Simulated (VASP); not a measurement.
Wanted: the native input for a VASP 6.6.1 run.

- Task: electric field gradients
- Functional: PBE
- Potentials or basis: VASP PAW PBE potentials, release 64 (Ru_pv)
- Cutoff: 400 eV
- k mesh: 14 × 14 × 8
- Occupations: fermi-dirac, width 0.03 eV
- Spin: no spin polarisation
- Dipole correction: no
- Further INCAR settings: ALGO = Normal; EDIFF = 1e-08; NBANDS = 21

The structure of Ru lies in POSCAR:

```
Ru
1.0
    2.7057993342      0.0202934950      0.0202934950
   -1.3353249849      2.3331442135      0.0074279347
    0.0321142500      0.0321142500      4.2819000000
Ru
2
Direct
    0.3333333333      0.6666666667      0.2500000000
    0.6666666667      0.3333333333      0.7500000000
```

This cell differs from its parent crystal: equal xy, yz and zx shear strains of +1.5 %.

The input as run:

INCAR

```
SYSTEM = Ru
PREC     = Accurate       ! precision mode
ENCUT    = 400            ! plane-wave cutoff, eV
EDIFF    = 1E-8           ! SCF threshold, eV
ISMEAR   = -1             ! smearing method
SIGMA    = 0.03           ! smearing width, eV
LREAL    = .False.        ! projectors in reciprocal space
LASPH    = .True.         ! aspherical terms in the spheres
NELM     = 120            ! most SCF steps
ALGO     = Normal         ! electronic algorithm
ISIF     = 2              ! what is computed and relaxed
LWAVE    = .False.        ! write WAVECAR
LCHARG   = .False.        ! write CHGCAR
GGA      = PE             ! functional
LEFG     = .True.       
NBANDS   = 21             ! bands
GGA_COMPAT= .False.
```

KPOINTS

```
regular mesh
0
Gamma
  14 14 8
  0 0 0
```

Potentials or basis: VASP PAW PBE potentials, release 64 (Ru_pv).

Launch:

```bash
$ cat potpaw_PBE.64/Ru_pv/POTCAR > POTCAR
$ mpirun -np 1 vasp_std > vasp.out
```

It gave:

```yaml
Pressure: 3.8 GPa
Largest_force: 0.057 eV/Å
Band_gap_on_the_k_mesh: zero (bands 14 and 15 overlap by 3.17 eV)
Largest_electric_field_gradient_by_atom: Ru -14.1 V/Å²
```

Caveat: the cell differs from its parent crystal (equal xy, yz and zx shear strains of +1.5 %); the cell stands under pressure; without QUAD_EFG the Cq values of the log hold for a quadrupole moment of 1 mb, not for the nuclei.

Run time: 3.6 min on 1 thread of Intel(R) Xeon(R) Platinum 8259CL CPU @ 2.50GHz (Skylake/Cascade Lake), on a shared host, peak memory 0.33 GiB.
